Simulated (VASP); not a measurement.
Set up this calculation in VASP 6.6.1, as the native input.

```
Task                   : single point
Functional             : PBEsol
Potentials or basis    : VASP PAW PBE potentials, release 64 (P)
Cutoff                 : 520 eV
k mesh                 : 16 × 16 × 4
Occupations            : fermi-dirac, width 0.1 eV
Spin                   : no spin polarisation
Dipole correction      : no
Further INCAR settings : ALGO = Normal; EDIFF = 1e-07; NBANDS = 18
```

The structure of P lies in POSCAR:

```
P
1.0
    2.6061673117      0.0000000000      0.0000000000
   -1.3030836559      2.2570070985      0.0000000000
    0.0000000000      0.0000000000      9.5806807917
P
4
Direct
    0.0000000000      1.0000000000      0.0000000000
    0.0000000000      0.0000000000      0.5000000000
    0.3333333333      0.6666666667      0.2500000000
    0.6666666667      0.3333333333      0.7500000000
```

One way to write it, as run:

INCAR

```
ALGO = Normal
EDIFF = 1E-7
ENCUT = 520
GGA = PS
ISIF = 2
ISMEAR = -1
LASPH = True
LCHARG = True
LELF = True
LREAL = False
LVHAR = True
LWAVE = False
NBANDS = 18
NELM = 80
PREC = Accurate
SIGMA = 0.1
```

KPOINTS

```
k-points
0
Gamma
  16 16 4
```

Potentials or basis: VASP PAW PBE potentials, release 64 (P).

Run with:

```bash
$ cat potpaw_PBE.64/P/POTCAR > POTCAR
$ mpirun -np 1 vasp_std > vasp.out
```

It gave:

* Pressure: -0.1 GPa
* Band gap on the k mesh: zero (band 10 reaches 17.05 eV, above the bottom of band 11 at 6.60 eV)

Caveat: the PAW data sets were made with another functional, which shifts forces and pressure a little.

It took 55 s on 1 thread of Intel(R) Xeon(R) Platinum 8488C (Sapphire Rapids), with other jobs on the host, peak memory 0.2 GiB.
